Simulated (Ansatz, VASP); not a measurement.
**One calculation of SnO2, two programs**

Contents of INCAR:

```
SYSTEM = SnO2
  ALGO = Normal
  EDIFF = 1E-6
  ENCUT = 520
  GGA = PS
  ISIF = 2
  ISMEAR = 0
  IVDW = 12
  LASPH = .True.
  LCHARG = .False.
  LREAL = .False.
  LWAVE = .False.
  NBANDS = 35
  NELM = 80
  PREC = Accurate
  SIGMA = 0.05
```

Contents of KPOINTS:

```
k-points
0
Gamma
  12 12 4
  0 0 0
```

File POSCAR:

```
SnO2
1.0
    3.1779419946      0.0000000000      0.0000000000
   -1.5889709973      2.7521784991      0.0000000000
    0.0000000000      0.0000000000     10.1134263721
Sn O
2 4
Direct
   -0.1948457596      0.0000000000      0.5000000000
    0.1948457596      0.0000000000      0.0000000000
    0.4690545010      0.3333333333      0.4003665319
    0.8642788324      0.3333333333      0.0996334681
    0.1357211676      0.6666666667      0.5996334681
    0.5309454990      0.6666666667      0.9003665319
```

Input for Ansatz:

```yaml
crystal:
  lattice:
    - [3.1779419946, 0.0, 0.0]
    - [-1.5889709973, 2.7521784991, 0.0]
    - [0.0, 0.0, 10.1134263721]
  atoms:
    - { symbol: Sn, position: [-0.1948457596, 0.0, 0.5] }
    - { symbol: Sn, position: [0.1948457596, 0.0, 0.0] }
    - { symbol: O, position: [0.469054501, 0.3333333333, 0.4003665319] }
    - { symbol: O, position: [0.8642788324, 0.3333333333, 0.0996334681] }
    - { symbol: O, position: [0.1357211676, 0.6666666667, 0.5996334681] }
    - { symbol: O, position: [0.530945499, 0.6666666667, 0.9003665319] }
basis:
  ecutwfc: 520.0
kpoints:
  mp_grid: { grid: [12, 12, 4] }
hamiltonian:
  xc: pbesol
  pseudopotentials: { kind: paw, azcp: { folder: soft_1 } }
  dispersion: d3bj
scf:
  occupations: { method: gaussian, width: 0.05 }
output:
  forces: true
  stress: true
  eigenvalues: true
```

Change from the starting cell: mode 1 frozen in at -0.628 Å and mode 2 at +0.000 Å (largest displacements).

Alike in both runs: task single point; functional PBEsol; dispersion D3(BJ); k mesh 12 × 12 × 4; occupations gaussian, width 0.05 eV; no spin polarisation.

|  | VASP | Ansatz |
| --- | --- | --- |
| version | VASP 6.6.1 | Ansatz 0.2.0 |
| potentials or method | VASP PAW PBE potentials, release 64 (Sn_d, O), cutoff 520 eV | scalar-relativistic, plane waves, PAW |
| valence electrons in the cell | 52 | 52 |

|  | VASP | Ansatz | Ansatz less VASP |
| --- | --- | --- | --- |
| gap on the k mesh at the Fermi level (eV) | 2.28 | 2.30 | +0.019 |
| least direct gap on the mesh (eV) | 2.62 | 2.63 | +0.011 |
| pressure (GPa) | 0.4 | -0.3 | -0.69 |
| traceless stress, the component that is largest in VASP (GPa) | -1.57 | -1.15 | +0.424 |
| rms of the force components (eV/Å) | 0.076 | 0.057 | -0.0193 |

VASP's potentials were made for PBE, not for PBEsol, and Ansatz warns of the same on its side. Atom by atom the forces differ by 0.030 eV/Å (rms over components).
